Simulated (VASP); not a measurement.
# ZnS (Pmm2) in VASP: single point with PBEsol

Aim: the single point of ZnS with PBEsol.

All numbers are computed with VASP 6.6.1; they aren't measurements. Logs are shortened: lines on timing, memory, paths and dates and some standing lists are left out, and cuts for length are marked.

## (1) The cell of the first run

The structure is orthorhombic, space group Pmm2 (No. 25). Conventional cell: a = 3.825 Å, b = 3.825 Å, c = 16.819 Å, α = 90.00°, β = 90.00°, γ = 90.00°. Zn (site symmetry mm2) has 2 S at 2.34 Å within 3.1 Å. Within 3.1 Å of Zn (site symmetry mm2) lie 4 S at 2.34 Å. Within 3.1 Å of Zn (site symmetry mm2) lie 4 S at 2.34 Å. Within 3.1 Å of Zn (site symmetry mm2) lie 4 S at 2.34 Å. S (site symmetry mm2) has 4 Zn at 2.34 Å within 3.1 Å. Within 3.1 Å of S (site symmetry mm2) lie 4 Zn at 2.34 Å. Within 3.1 Å of S (site symmetry mm2) lie 4 Zn at 2.34 Å. Within 3.1 Å of S (site symmetry mm2) lie 2 Zn at 2.34 Å.

## (2) Single point, PBEsol (the distance across one plane changed)

Input file INCAR:

```
PREC     = Accurate       # precision mode
ENCUT    = 520            # plane-wave cutoff, eV
EDIFF    = 1E-6           # SCF threshold, eV
ISMEAR   = 0              # smearing method
SIGMA    = 0.05           # smearing width, eV
LREAL    = F              # projectors in reciprocal space
LASPH    = T              # aspherical terms in the spheres
NELM     = 60             # most SCF steps
ALGO     = Normal         # electronic algorithm
ISIF     = 2              # what is computed and relaxed
LWAVE    = F              # write WAVECAR
LCHARG   = F              # write CHGCAR
GGA      = PS             # functional
NBANDS   = 46             # bands
```

Input file KPOINTS:

```
Automatic mesh
0
Gamma
  7 7 3
```

Input file POSCAR:

```
ZnS
1.0
   -2.7046500000     -2.7046500000      0.0000000000
    2.7046500000     -2.7046500000      0.0000000000
    0.0000000000      0.0000000000     16.8186000000
Zn S
4 4
Direct
    0.0000000000      0.0000000000      0.6030488566
    0.5000000000      0.5000000000      0.1206097713
    0.0000000000      0.0000000000      0.2814227998
    0.5000000000      0.5000000000      0.4422358282
    0.5000000000      0.0000000000      0.2010162855
    0.0000000000      0.5000000000      0.3618293140
    0.5000000000      0.0000000000      0.5226423424
    0.0000000000      0.5000000000      0.0402032571
```

Potentials or basis: VASP PAW PBE potentials, release 64 (Zn, S).

Run with:

```bash
cat potpaw_PBE.64/Zn/POTCAR potpaw_PBE.64/S/POTCAR > POTCAR
mpirun -np 1 vasp_std > vasp.out
```

OUTCAR:

```text
PREC = Accurate
   ENCUT = 520
   EDIFF = 1E-6
   ISMEAR = 0
   LREAL = F
   LASPH = T
   NELM = 60
   ISIF = 2
   GGA = PS

 ion  position               nearest neighbor table
   1  0.000  0.000  0.603-   7 2.34   7 2.34
   2  0.500  0.500  0.121-   5 2.34   8 2.34   5 2.34   8 2.34
   3  0.000  0.000  0.281-   6 2.34   6 2.34   5 2.34   5 2.34
   4  0.500  0.500  0.442-   6 2.34   7 2.34   7 2.34   6 2.34
   5  0.500  0.000  0.201-   2 2.34   2 2.34   3 2.34   3 2.34
   6  0.000  0.500  0.362-   3 2.34   4 2.34   3 2.34   4 2.34
   7  0.500  0.000  0.523-   1 2.34   4 2.34   4 2.34   1 2.34
   8  0.000  0.500  0.040-   2 2.34   2 2.34

  LATTYP: Found a simple tetragonal cell.
 ALAT       =     3.8249527115
 C/A-ratio  =     4.3970739689

  Lattice vectors:

 A1 = (  -2.7046500000,  -2.7046500000,   0.0000000000)
 A2 = (   2.7046500000,  -2.7046500000,   0.0000000000)
 A3 = (   0.0000000000,   0.0000000000,  16.8186000000)

Analysis of symmetry for initial positions (statically):
=====================================================================
 Subroutine PRICEL returns:
 Original cell was already a primitive cell.

 Routine SETGRP: Setting up the symmetry group for a
 simple tetragonal supercell.

 Subroutine GETGRP returns: Found  4 space group operations
 (whereof  4 operations were pure point group operations)
 out of a pool of 16 trial point group operations.

The static configuration has the point symmetry C_2v.

Analysis of symmetry for dynamics (positions and initial velocities):
=====================================================================
 Subroutine PRICEL returns:
 Original cell was already a primitive cell.

 Routine SETGRP: Setting up the symmetry group for a
 simple tetragonal supercell.

 Subroutine GETGRP returns: Found  4 space group operations
 (whereof  4 operations were pure point group operations)
 out of a pool of 16 trial point group operations.

The dynamic configuration has the point symmetry C_2v.

 Subroutine INISYM returns: Found  4 space group operations
 (whereof  4 operations are pure point group operations),
 and found     1 'primitive' translations

----------------------------------------------------------------------------------------

                                     Primitive cell

  volume of cell :     246.0605

  direct lattice vectors                    reciprocal lattice vectors
    -2.704650000 -2.704650000  0.000000000    -0.184866803 -0.184866803  0.000000000
     2.704650000 -2.704650000  0.000000000     0.184866803 -0.184866803  0.000000000
     0.000000000  0.000000000 16.818600000     0.000000000  0.000000000  0.059457981

  length of vectors
     3.824952711  3.824952711 16.818600000     0.261441141  0.261441141  0.059457981

  position of ions in fractional coordinates (direct lattice)
     0.000000000  0.000000000  0.603048857
     0.500000000  0.500000000  0.120609771
     0.000000000  0.000000000  0.281422800
     0.500000000  0.500000000  0.442235828
     0.500000000  0.000000000  0.201016286
     0.000000000  0.500000000  0.361829314
     0.500000000  0.000000000  0.522642342
     0.000000000  0.500000000  0.040203257

  ion indices of the primitive-cell ions
   primitive index   ion index
                 1           1
                 2           2
                 3           3
                 4           4
                 5           5
                 6           6
                 7           7
                 8           8

----------------------------------------------------------------------------------------

 KPOINTS: Automatic mesh

Automatic generation of k-mesh.
 Grid dimensions read from file:
 generate k-points for:    7    7    3

 Generating k-lattice:

  Cartesian coordinates                     Fractional coordinates (reciprocal lattice)
    -0.026409543 -0.026409543  0.000000000     0.142857143  0.000000000  0.000000000
     0.026409543 -0.026409543  0.000000000     0.000000000  0.142857143  0.000000000
     0.000000000  0.000000000  0.019819327     0.000000000  0.000000000  0.333333333

  Length of vectors
     0.037348734  0.037348734  0.019819327

  Shift w.r.t. Gamma in fractional coordinates (k-lattice)
     0.000000000  0.000000000  0.000000000

 Subroutine IBZKPT returns following result:
 ===========================================

 Found     32 irreducible k-points:

 Following reciprocal coordinates:
            Coordinates               Weight
  0.000000  0.000000  0.000000      1.000000
  0.142857  0.000000  0.000000      2.000000
  0.000000  0.142857  0.000000      2.000000
  0.285714  0.000000  0.000000      2.000000
  0.000000  0.285714  0.000000      2.000000
  0.428571  0.000000  0.000000      2.000000
[... 16 lines left out ...]
  0.000000  0.428571  0.333333      4.000000
  0.142857  0.142857  0.333333      8.000000
 [... further k-points ...]
   k-points           NKPTS =     32   k-points in BZ     NKDIM =     32   number of bands    NBANDS=     46
   number of dos      NEDOS =    301   number of ions     NIONS =      8
   total plane-waves  NPLWV =  98784
   dimension x,y,z NGX =    28 NGY =   28 NGZ =  126
   dimension x,y,z NGXF=    56 NGYF=   56 NGZF=  252
   ions per type =               4   4
   NGX,Y,Z   is equivalent  to a cutoff of  12.17, 12.17, 12.45 a.u.
   NGXF,Y,Z  is equivalent  to a cutoff of  24.34, 24.34, 24.91 a.u.
 SYSTEM =  unknown system
   PREC   = accura    normal or accurate (medium, high low for compatibility)
   ISTART =      0    job   : 0-new  1-cont  2-samecut
   ICHARG =      2    charge: 1-file 2-atom 10-const
   ISPIN  =      1    spin polarized calculation?
   LNONCOLLINEAR =      F non collinear calculations
   LSORBIT =      F    spin-orbit coupling
   LASPH  =      T    aspherical Exc in radial PAW
   ENCUT  =  520.0 eV  38.22 Ry    6.18 a.u.   7.11  7.11 31.27*2*pi/ulx,y,z
   NELM   =     60;   NELMIN=  2; NELMDL= -5     # of ELM steps
   EDIFF  = 0.1E-05   stopping-criterion for ELM
   LREAL  =      F    real-space projection
   EDIFFG = 0.1E-04   stopping-criterion for IOM
   NSW    =      0    number of steps for IOM
   IBRION =     -1    ionic relax: 0-MD 1-quasi-New 2-CG
   NFREE  =      0    steps in history (QN), initial steepest desc. (CG)
   ISIF   =      2    stress and relaxation
   ISYM   =      2    0-nonsym 1-usesym 2-fastsym
   POTIM  = 0.5000    time-step for ionic-motion
   TEBEG  =    0.0;   TEEND  =   0.0 temperature during run
   PSTRESS=    0.0 pullay stress
   NELECT =      72.0000    total number of electrons
   NUPDOWN=      -1.0000    fix difference up-down
   EMIN   =  10.00;   EMAX   =-10.00  energy-range for DOS
   EFERMI =   0.00;   METHOD = LEGACY
   ISMEAR =     0;   SIGMA  =   0.05  broadening in eV -4-tet -1-fermi 0-gaus
   EFERMI_NEDOS =   21; number of points for ismear=-14 and -15
   IALGO  =     38    algorithm
   IMIX   =      4    mixing-type and parameters
     AMIX     =   0.40;   BMIX     =  1.00
     AMIX_MAG =   1.60;   BMIX_MAG =  1.00
  volume/ion in A,a.u.               =      30.76       207.56
  Fermi-wavevector in a.u.,A,eV,Ry     =   1.086855  2.053858 16.071938  1.181254
  Thomas-Fermi vector in A             =   2.223001
   LORBIT       =      0    0 simple, 1 ext, 2 COOP (PROOUT), +10 PAW based schemes
   GGA     = PS    functional components
   LHFCALC =     F    Hartree Fock is set to
   AEXX    =    0.0000 exact exchange contribution
   IVDW    =     0    specifies the selected vdW correction
   LEPSILON=     F    determine dielectric tensor
   LRPA    =     F    only Hartree local field effects (RPA)
 non-spin polarized calculation
 Gauss-broadening in eV      SIGMA  =   0.05
  energy-cutoff  :      520.00
  volume of cell :      246.06
 maximum number of plane-waves:      6656
   NGX = 15   NGY = 15   NGZ = 63

 number of electron      71.9999939 magnetization

 Free energy of the ion-electron system (eV)
  ---------------------------------------------------
  ext. energy  EPLUGINS =         0.00000000
  ---------------------------------------------------
  free energy    TOTEN  =       -26.36939955 eV

  energy without entropy =      -26.36420749  energy(sigma->0) =      -26.36680352

 E-fermi :  -0.2821     XC(G=0):  -7.2147

 val. band max:       -0.3112957915   @ k =   0.0000   0.0000   0.0000
 cond. band min:      -0.2675225408   @ k =   0.0000   0.2857   0.3333
 fundamental gap:      0.0437732506
 Fermi energy:        -0.2820742721

 k-point     1 :       0.0000    0.0000    0.0000
  band No.  band energies     occupation
      1     -14.4786      2.00000
      2     -13.6658      2.00000
      3     -12.9017      2.00000
      4     -11.4961      2.00000
      5      -8.0264      2.00000
      6      -7.9218      2.00000
[... 38 lines left out ...]
     45       5.0643      0.00000
     46       5.2958      0.00000

 k-point     2 :       0.1429    0.0000    0.0000
  band No.  band energies     occupation
      1     -14.4010      2.00000
      2     -13.6043      2.00000
      3     -12.8520      2.00000
      4     -11.4457      2.00000
      5      -7.9795      2.00000
      6      -7.9184      2.00000
[... 38 lines left out ...]
     45       5.1302      0.00000
     46       5.3411      0.00000

 k-point     3 :       0.0000    0.1429    0.0000
  band No.  band energies     occupation
      1     -14.4010      2.00000
      2     -13.6058      2.00000
      3     -12.8545      2.00000
      4     -11.4700      2.00000
      5      -7.9903      2.00000
      6      -7.9184      2.00000
[... 1018 lines left out ...]
     45       5.8705      0.00000
     46       6.0160      0.00000

 k-point    24 :       0.1429    0.1429    0.3333
  band No.  band energies     occupation
      1     -14.3260      2.00000
      2     -13.5451      2.00000
      3     -12.8036      2.00000
      4     -11.4178      2.00000
      5      -7.9443      2.00000
      6      -7.9141      2.00000
[... 38 lines left out ...]
     45       5.1115      0.00000
     46       5.5738      0.00000

 [... further k-points ...]

------------------------ aborting loop because EDIFF is reached ----------------------------------------

  FORCE on cell =-STRESS in cart. coord.  units (eV):
  Direction    XX          YY          ZZ          XY          YZ          ZX
  --------------------------------------------------------------------------------------
  -------------------------------------------------------------------------------------
  Total       -3.1272145     -3.1272145     -1.9001494     -0.2437918      0.0000000      0.0000000
  in kB      -20.3622737    -20.3622737    -12.3724681     -1.5874050      0.0000000      0.0000000
  external PRESSURE =     -17.6990052 kB  Pullay stress =       0.0000000 kB

 VOLUME and BASIS-vectors are now :
 -----------------------------------------------------------------------------
  energy-cutoff  :      520.00
  volume of cell :      246.06
      direct lattice vectors                 reciprocal lattice vectors
    -2.704650000 -2.704650000  0.000000000    -0.184866803 -0.184866803  0.000000000
     2.704650000 -2.704650000  0.000000000     0.184866803 -0.184866803  0.000000000
     0.000000000  0.000000000 16.818600000     0.000000000  0.000000000  0.059457981

 POSITION                                       TOTAL-FORCE (eV/Angst)
 -----------------------------------------------------------------------------------
      0.00000      0.00000     10.14244         0.000000      0.000000     -0.227474
      0.00000     -2.70465      2.02849        -0.000000      0.000000     -0.701518
      0.00000      0.00000      4.73314        -0.000000      0.000000     -0.530920
      0.00000     -2.70465      7.43779         0.000000     -0.000000     -0.558750
     -1.35232     -1.35232      3.38081        -0.000000      0.000000      0.597972
      1.35232     -1.35232      6.08546        -0.000000     -0.000000      0.460998
     -1.35232     -1.35232      8.79011        -0.000000      0.000000      0.409225
      1.35232     -1.35232      0.67616        -0.000000      0.000000      0.550466
 -----------------------------------------------------------------------------------
    total drift:                               -0.000000      0.000000     -0.001448

  FREE ENERGIE OF THE ION-ELECTRON SYSTEM (eV)
  ---------------------------------------------------
  free  energy   TOTEN  =       -26.3693995488 eV

  energy  without entropy=      -26.3642074861  energy(sigma->0) =      -26.36680352
```

Wall time 5.5 min (1 thread of Oxide Virtual Turin-like, shared host); peak memory 0.43 GiB.

What came out:

| Quantity | Value |
| --- | --- |
| Free energy | -26.3694 eV |
| Pressure | -1.8 GPa |
| Largest force | 0.702 eV/Å |
| Band gap on the k mesh | 0.04 eV (least direct gap 0.11 eV) |

Forces in eV/Å, atoms in the order of the input:
```
Zn   0.000  0.000 -0.227
Zn   0.000  0.000 -0.702
Zn   0.000  0.000 -0.531
Zn   0.000  0.000 -0.559
S    0.000  0.000  0.598
S    0.000  0.000  0.461
S    0.000  0.000  0.409
S    0.000  0.000  0.550
```

Stress tensor (GPa, compression positive):
```
-2.04 -0.16  0.00
-0.16 -2.04  0.00
 0.00  0.00 -1.24
```

Caveat: the cell differs from its parent crystal (the distance across one plane changed); semilocal functionals underestimate gaps, and a narrow one can read as zero; the PAW data sets were made with another functional, which shifts forces and pressure a little. A k mesh can miss the band edges.
